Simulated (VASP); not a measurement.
# HC18F in VASP: notebook

HC18F is run at these levels: PBE+D3(BJ); tasks: single point.

Everything below comes from runs of VASP 6.6.1. Logs are shortened: lines on timing, memory, paths and dates and some standing lists are left out, and cuts for length are marked.

## (1) The cell of the first run

The cell holds a slab with vacuum, 20 atoms: a = 7.398 Å, b = 7.398 Å, c = 11.000 Å, α = 90.00°, β = 90.00°, γ = 120.00°.

## (2) Single point, PBE+D3(BJ)

File INCAR:

```
PREC = Accurate ; ENCUT = 520
EDIFF = 1E-6 ; ISMEAR = 0
SIGMA = 0.02 ; LREAL = Auto
LASPH = True ; NELM = 80
ALGO = Normal ; ISIF = 2
LWAVE = False ; LCHARG = False
GGA = PE ; IVDW = 12
NBANDS = 56
```

File KPOINTS:

```
Automatic mesh
0
Gamma
  2 2 1
```

File POSCAR:

```
HC18F
1.0
    7.3980000000      0.0000000000      0.0000000000
   -3.6990000000      6.4068560000      0.0000000000
    0.0000000000      0.0000000000     11.0000000000
C F H
18 1 1
Direct
    0.0159429304      0.0035944307      0.0857002727
    0.2358096621      0.1135311922      0.0856410000
    0.0147012396      0.3345422466      0.0856962727
    0.2367848655      0.4453529157      0.0857200000
    0.0135021082      0.6689504181      0.0856676364
    0.2379316367      0.7813723299      0.0856226364
    0.3480674198      0.0012516279      0.0855061818
    0.5703327396      0.1124056792      0.0854960000
    0.3468828160      0.3356082921      0.0856266364
    0.5714979621      0.4478923828      0.0856040909
    0.3489338375      0.6700782724      0.0858808182
    0.5693404811      0.7802819355      0.0860069091
    0.6804717002      0.0027203671      0.0856268182
    0.9049093646      0.1146916678      0.0856709091
    0.6826278646      0.3369378054      0.0856017273
    0.9024865165      0.4468730060      0.0856950909
    0.6816399033      0.6677223587      0.0856973636
    0.9037188440      0.7789937842      0.0856789091
    0.4909850029      0.7644228308      0.3697530000
    0.4930486273      0.7587741944      0.2844713636
```

Potentials or basis: VASP PAW PBE potentials, release 64 (C, F, H).

Launch:

```console
$ cat potpaw_PBE.64/C/POTCAR potpaw_PBE.64/F/POTCAR potpaw_PBE.64/H/POTCAR > POTCAR
$ mpirun -np 1 vasp_std > vasp.out
```

OUTCAR:

```text
PREC = Accurate
   ENCUT = 520
   EDIFF = 1E-6
   ISMEAR = 0
   LREAL = Auto
   LASPH = True
   NELM = 80
   ISIF = 2
   GGA = PE
   IVDW = 12
 IVDW          = 12

 ion  position               nearest neighbor table
   1  0.016  0.004  0.086-   2 1.41  14 1.42  18 1.44
   2  0.236  0.114  0.086-   1 1.41   9 1.42   7 1.44
   3  0.015  0.335  0.086-  14 1.41   4 1.42  16 1.44
   4  0.237  0.445  0.086-   9 1.41   3 1.42  11 1.44
   5  0.014  0.669  0.086-  18 1.41  16 1.42   6 1.44
   6  0.238  0.781  0.086-   7 1.41  11 1.42   5 1.44
[... 10 lines left out ...]
  17  0.682  0.668  0.086-  10 1.41  18 1.42  12 1.44
  18  0.904  0.779  0.086-   5 1.41  17 1.42   1 1.44
  19  0.491  0.764  0.370-  20 0.94
  20  0.493  0.759  0.284-  19 0.94

  LATTYP: Found a hexagonal cell.
 ALAT       =     7.3980000000
 C/A-ratio  =     1.4868883482

  Lattice vectors:

 A1 = (   7.3980000000,   0.0000000000,   0.0000000000)
 A2 = (  -3.6990000000,   6.4068560000,   0.0000000000)
 A3 = (   0.0000000000,   0.0000000000,  11.0000000000)

Analysis of symmetry for initial positions (statically):
=====================================================================
 Subroutine PRICEL returns:
 Original cell was already a primitive cell.

 Routine SETGRP: Setting up the symmetry group for a
 hexagonal supercell.

 Subroutine GETGRP returns: Found  1 space group operations
 (whereof  1 operations were pure point group operations)
 out of a pool of 24 trial point group operations.

The static configuration has the point symmetry C_1 .

Analysis of symmetry for dynamics (positions and initial velocities):
=====================================================================
 Subroutine PRICEL returns:
 Original cell was already a primitive cell.

 Routine SETGRP: Setting up the symmetry group for a
 hexagonal supercell.

 Subroutine GETGRP returns: Found  1 space group operations
 (whereof  1 operations were pure point group operations)
 out of a pool of 24 trial point group operations.

The dynamic configuration has the point symmetry C_1 .

 Subroutine INISYM returns: Found  1 space group operations
 (whereof  1 operations are pure point group operations),
 and found     1 'primitive' translations

----------------------------------------------------------------------------------------
[... 111 lines left out ...]
   NSW    =      0    number of steps for IOM
   IBRION =     -1    ionic relax: 0-MD 1-quasi-New 2-CG
   NFREE  =      0    steps in history (QN), initial steepest desc. (CG)
   ISIF   =      2    stress and relaxation
   ISYM   =      2    0-nonsym 1-usesym 2-fastsym
   POTIM  = 0.5000    time-step for ionic-motion
   TEBEG  =    0.0;   TEEND  =   0.0 temperature during run
   PSTRESS=    0.0 pullay stress
   NELECT =      80.0000    total number of electrons
   NUPDOWN=      -1.0000    fix difference up-down
   EMIN   =  10.00;   EMAX   =-10.00  energy-range for DOS
   EFERMI =   0.00;   METHOD = LEGACY
   ISMEAR =     0;   SIGMA  =   0.02  broadening in eV -4-tet -1-fermi 0-gaus
   EFERMI_NEDOS =   21; number of points for ismear=-14 and -15
   IALGO  =     38    algorithm
   IMIX   =      4    mixing-type and parameters
     AMIX     =   0.40;   BMIX     =  1.00
     AMIX_MAG =   1.60;   BMIX_MAG =  1.00
  volume/ion in A,a.u.               =      26.07       175.92
  Fermi-wavevector in a.u.,A,eV,Ry     =   0.876437  1.656226 10.451210  0.768142
  Thomas-Fermi vector in A             =   1.996247
   LORBIT       =      0    0 simple, 1 ext, 2 COOP (PROOUT), +10 PAW based schemes
   GGA     = PE    functional components
   LHFCALC =     F    Hartree Fock is set to
   AEXX    =    0.0000 exact exchange contribution
   IVDW    =    12    specifies the selected vdW correction
   LEPSILON=     F    determine dielectric tensor
   LRPA    =     F    only Hartree local field effects (RPA)
 non-spin polarized calculation
 Gauss-broadening in eV      SIGMA  =   0.02
  energy-cutoff  :      520.00
  volume of cell :      521.38
 maximum number of plane-waves:     14099
 NGX is ok and might be reduce to    56
   NGX = 27   NGY = 27   NGZ = 41

 number of electron      80.0000004 magnetization

 Free energy of the ion-electron system (eV)
  ---------------------------------------------------
  ext. energy  EPLUGINS =         0.00000000
  ---------------------------------------------------
  free energy    TOTEN  =      -173.57130479 eV

  energy without entropy =     -173.57130479  energy(sigma->0) =     -173.57130479

 E-fermi :  -1.7789     XC(G=0):  -4.2996

 val. band max:       -1.8797410033   @ k =   0.0000   0.0000   0.0000
 cond. band min:      -1.6884738360   @ k =   0.0000   0.0000   0.0000
 fundamental gap:      0.1912671673
 Fermi energy:        -1.7788963186

 k-point     1 :       0.0000    0.0000    0.0000
  band No.  band energies     occupation
      1     -26.7241      2.00000
      2     -21.3109      2.00000
      3     -18.8302      2.00000
      4     -18.7822      2.00000
      5     -18.7393      2.00000
      6     -18.7093      2.00000
[... 209 lines left out ...]
     51       4.3477      0.00000
     52       4.5373      0.00000
 [bands above 52 left out]

------------------------ aborting loop because EDIFF is reached ----------------------------------------

 Edisp (eV)   -1.70099

 E8    (eV) :    -0.5217

  FORCE on cell =-STRESS in cart. coord.  units (eV):
  Direction    XX          YY          ZZ          XY          YZ          ZX
  --------------------------------------------------------------------------------------
  -------------------------------------------------------------------------------------
  Total       1.17186     1.15947     0.00120     0.02451     0.00688    -0.01116
  in kB       3.60109     3.56303     0.00367     0.07533     0.02116    -0.03428
  external pressure =        2.39 kB  Pullay stress =        0.00 kB

 VOLUME and BASIS-vectors are now :
 -----------------------------------------------------------------------------
  energy-cutoff  :      520.00
  volume of cell :      521.38
      direct lattice vectors                 reciprocal lattice vectors
     7.398000000  0.000000000  0.000000000     0.135171668  0.078041398  0.000000000
    -3.699000000  6.406856000  0.000000000     0.000000000  0.156082796  0.000000000
     0.000000000  0.000000000 11.000000000     0.000000000  0.000000000  0.090909091

 POSITION                                       TOTAL-FORCE (eV/Angst)
 -----------------------------------------------------------------------------------
      0.10465      0.02303      0.94270        -0.001845     -0.009464     -0.000351
      1.32457      0.72738      0.94205         0.009447     -0.003695     -0.000291
     -1.12871      2.14336      0.94266        -0.010816      0.005013     -0.000469
      0.10437      2.85331      0.94292         0.005848      0.010944     -0.002846
     -2.37456      4.28587      0.94234         0.004162      0.013463      0.000867
     -1.13008      5.00614      0.94185        -0.012424     -0.003147      0.001508
[... 12 lines left out ...]
      0.80471      4.89755      4.06728        -0.011241      0.009242      0.290160
      0.84087      4.86136      3.12918         0.012357     -0.012555     -0.294804
 -----------------------------------------------------------------------------------
    total drift:                                0.001359      0.004776      0.038829

  FREE ENERGIE OF THE ION-ELECTRON SYSTEM (eV)
  ---------------------------------------------------
  free  energy   TOTEN  =      -175.2722942505 eV

  energy  without entropy=     -175.2722942505  energy(sigma->0) =     -175.27229425
```

stdout:

```text
POSCAR found type information on POSCAR C F H
 POSCAR found :  3 types and      20 ions
 scaLAPACK will be used
 LDA part: xc-table for (Slater+PW92), standard interpolation
 POSCAR, INCAR and KPOINTS ok, starting setup
 FFT: planning ... GRIDC
 FFT: planning ... GRID_SOFT
 FFT: planning ... GRID
 WAVECAR not read
 entering main loop
```

Run time: 2.7 min. Hardware: 1 thread of Intel Xeon Platinum 8488C (Sapphire Rapids), shared host; peak memory 0.59 GiB.

Results:

```
Free energy                : -175.2723 eV
Largest force              : 0.295 eV/Å
Band gap on the k mesh     : 0.19 eV, direct
Dispersion energy per atom : -0.085 eV
```

Forces in eV/Å, atoms in the order of the input:
```
C   -0.002 -0.009  0.000
C    0.009 -0.004  0.000
C   -0.011  0.005  0.000
C    0.006  0.011 -0.003
C    0.004  0.013  0.001
C   -0.012 -0.003  0.002
C   -0.013 -0.004  0.004
C   -0.007  0.010 -0.001
C    0.006  0.007  0.001
C   -0.012 -0.006 -0.003
C   -0.001 -0.008  0.005
C    0.008 -0.012  0.002
C    0.011  0.009  0.001
C   -0.004 -0.002  0.000
C    0.003 -0.010 -0.004
C    0.010 -0.002  0.003
C   -0.003  0.002 -0.003
C    0.006  0.006  0.000
F   -0.011  0.009  0.290
H    0.012 -0.013 -0.295
```

Levels at points of the mesh, in eV from the valence-band top:
```tsv
k point	band 36	band 37	band 38	band 39	band 40	band 41	band 42	band 43	band 44	band 45
(0.00, 0.00, 0.00)	-4.33	-2.95	-2.95	-0.05	0.00	0.19	0.22	3.45	4.80	4.90
(0.50, 0.00, 0.00)	-2.59	-2.58	-2.55	-2.53	-2.26	1.75	2.54	2.57	2.64	2.68
(0.00, 0.50, 0.00)	-2.63	-2.58	-2.53	-2.51	-2.26	1.77	2.53	2.59	2.64	2.66
(0.50, 0.50, 0.00)	-2.64	-2.57	-2.53	-2.51	-2.26	1.77	2.54	2.59	2.63	2.67
```

Caveat: the k points lie up to 0.49 Å⁻¹ apart.

## (3) Single point, PBE+D3(BJ)

File INCAR:

```
  PREC = Accurate
  ENCUT = 520
  EDIFF = 1E-6
  ISMEAR = 0
  SIGMA = 0.02
  LREAL = Auto
  LASPH = True
  NELM = 60
  ALGO = Normal
  ISIF = 2
  LWAVE = False
  LCHARG = False
  GGA = PE
  IVDW = 12
  NBANDS = 56
```

File KPOINTS:

```
regular mesh
0
Gamma
  2 2 1
```

File POSCAR:

```
HC18F
1.0
    7.3980000000      0.0000000000      0.0000000000
   -3.6990000000      6.4068560000      0.0000000000
    0.0000000000      0.0000000000     11.0000000000
C F H
18 1 1
Direct
    0.0174791401      0.0032410593      0.0856860000
    0.2394490755      0.1142604110      0.0856568182
    0.0184480955      0.3351359856      0.0856226364
    0.2383572390      0.4449158839      0.0857065455
    0.0157825875      0.6673572810      0.0856890000
    0.2407353827      0.7799519764      0.0859998182
    0.3519647674      0.0022496213      0.0856164545
    0.5718632114      0.1119727055      0.0854804545
    0.3495566212      0.3341762325      0.0856841818
    0.5741882455      0.4465519437      0.0856857273
    0.3509723170      0.6697194381      0.0858470000
    0.5731136804      0.7809329568      0.0856010000
    0.6829048670      0.0008902963      0.0854907273
    0.9075300518      0.1132152806      0.0856330909
    0.6841461662      0.3365905212      0.0855914545
    0.9060758221      0.4474595652      0.0855977273
    0.6851740117      0.6684767068      0.0856573636
    0.9050607778      0.7785622152      0.0856680909
    0.3055043325      0.7676272106      0.3698564545
    0.2979753281      0.7627095099      0.2845932727
```

Potentials or basis: VASP PAW PBE potentials, release 64 (C, F, H).

Launch:

```console
$ cat potpaw_PBE.64/C/POTCAR potpaw_PBE.64/F/POTCAR potpaw_PBE.64/H/POTCAR > POTCAR
$ mpirun -np 1 vasp_std > vasp.out
```

OUTCAR:

```text
PREC = Accurate
   ENCUT = 520
   EDIFF = 1E-6
   ISMEAR = 0
   LREAL = Auto
   LASPH = True
   NELM = 60
   ISIF = 2
   GGA = PE
   IVDW = 12
 IVDW          = 12

 ion  position               nearest neighbor table
   1  0.017  0.003  0.086-  14 1.41   2 1.42  18 1.44
   2  0.239  0.114  0.086-   9 1.41   1 1.42   7 1.44
   3  0.018  0.335  0.086-   4 1.41  14 1.42  16 1.44
   4  0.238  0.445  0.086-   3 1.41   9 1.42  11 1.44
   5  0.016  0.667  0.086-  16 1.41  18 1.42   6 1.44
   6  0.241  0.780  0.086-  11 1.41   7 1.42   5 1.44
[... 10 lines left out ...]
  17  0.685  0.668  0.086-  18 1.41  10 1.42  12 1.44
  18  0.905  0.779  0.086-  17 1.41   5 1.42   1 1.44
  19  0.306  0.768  0.370-  20 0.94
  20  0.298  0.763  0.285-  19 0.94

  LATTYP: Found a hexagonal cell.
 ALAT       =     7.3980000000
 C/A-ratio  =     1.4868883482

  Lattice vectors:

 A1 = (   7.3980000000,   0.0000000000,   0.0000000000)
 A2 = (  -3.6990000000,   6.4068560000,   0.0000000000)
 A3 = (   0.0000000000,   0.0000000000,  11.0000000000)

[... 194 lines left out ...]
 fundamental gap:      0.1945508577
 Fermi energy:        -1.7805498759

 k-point     1 :       0.0000    0.0000    0.0000
  band No.  band energies     occupation
      1     -26.7282      2.00000
      2     -21.3104      2.00000
      3     -18.8323      2.00000
      4     -18.7846      2.00000
      5     -18.7338      2.00000
      6     -18.7051      2.00000
[... 209 lines left out ...]
     51       4.3432      0.00000
     52       4.5177      0.00000
 [bands above 52 left out]

------------------------ aborting loop because EDIFF is reached ----------------------------------------

 Edisp (eV)   -1.70091

 E8    (eV) :    -0.5217

  FORCE on cell =-STRESS in cart. coord.  units (eV):
  Direction    XX          YY          ZZ          XY          YZ          ZX
  --------------------------------------------------------------------------------------
  -------------------------------------------------------------------------------------
  Total       1.14991     1.15806     0.00101    -0.01261    -0.00516     0.00003
  in kB       3.53364     3.55869     0.00309    -0.03876    -0.01586     0.00008
  external pressure =        2.37 kB  Pullay stress =        0.00 kB

 VOLUME and BASIS-vectors are now :
 -----------------------------------------------------------------------------
  energy-cutoff  :      520.00
  volume of cell :      521.38
      direct lattice vectors                 reciprocal lattice vectors
     7.398000000  0.000000000  0.000000000     0.135171668  0.078041398  0.000000000
    -3.699000000  6.406856000  0.000000000     0.000000000  0.156082796  0.000000000
     0.000000000  0.000000000 11.000000000     0.000000000  0.000000000  0.090909091

 POSITION                                       TOTAL-FORCE (eV/Angst)
 -----------------------------------------------------------------------------------
      0.11732      0.02077      0.94255         0.003928     -0.010187     -0.000079
      1.34880      0.73205      0.94223         0.013217     -0.009159      0.004946
     -1.10319      2.14717      0.94185        -0.005802      0.007980     -0.001469
      0.11762      2.85051      0.94277        -0.003314      0.020610     -0.000596
     -2.35180      4.27566      0.94258         0.021468      0.009920      0.004602
     -1.10408      4.99704      0.94600        -0.006735     -0.008151      0.006598
[... 12 lines left out ...]
     -0.57933      4.91808      4.06842         0.012317      0.010658      0.301190
     -0.61684      4.88657      3.13053        -0.016182     -0.014771     -0.309640
 -----------------------------------------------------------------------------------
    total drift:                                0.009988      0.002387      0.031778

  FREE ENERGIE OF THE ION-ELECTRON SYSTEM (eV)
  ---------------------------------------------------
  free  energy   TOTEN  =      -175.2721983026 eV

  energy  without entropy=     -175.2721983026  energy(sigma->0) =     -175.27219830
```

stdout:

```text
POSCAR found type information on POSCAR C F H
 POSCAR found :  3 types and      20 ions
 scaLAPACK will be used
 LDA part: xc-table for (Slater+PW92), standard interpolation
 POSCAR, INCAR and KPOINTS ok, starting setup
 FFT: planning ... GRIDC
 FFT: planning ... GRID_SOFT
 FFT: planning ... GRID
 WAVECAR not read
 entering main loop
```

Run time: 2.2 min. Hardware: 1 thread of Intel Xeon 6975P-C (Granite Rapids), shared host; peak memory 0.59 GiB.

Results:

```
Free energy                : -175.2722 eV
Largest force              : 0.310 eV/Å
Band gap on the k mesh     : 0.19 eV, direct
Dispersion energy per atom : -0.085 eV
```

Forces on the atoms (eV/Å):
```
C    0.004 -0.010  0.000
C    0.013 -0.009  0.005
C   -0.006  0.008 -0.001
C   -0.003  0.021 -0.001
C    0.021  0.010  0.005
C   -0.007 -0.008  0.007
C   -0.009  0.000  0.000
C    0.002  0.015  0.000
C    0.011  0.007 -0.002
C   -0.007 -0.007  0.001
C   -0.005 -0.008  0.004
C    0.006 -0.006 -0.002
C    0.011  0.003 -0.001
C   -0.011 -0.010  0.001
C   -0.006 -0.011 -0.001
C    0.008 -0.002 -0.003
C   -0.018  0.004  0.000
C   -0.002  0.008 -0.002
F    0.012  0.011  0.301
H   -0.016 -0.015 -0.310
```

Caveat: the k points lie up to 0.49 Å⁻¹ apart.
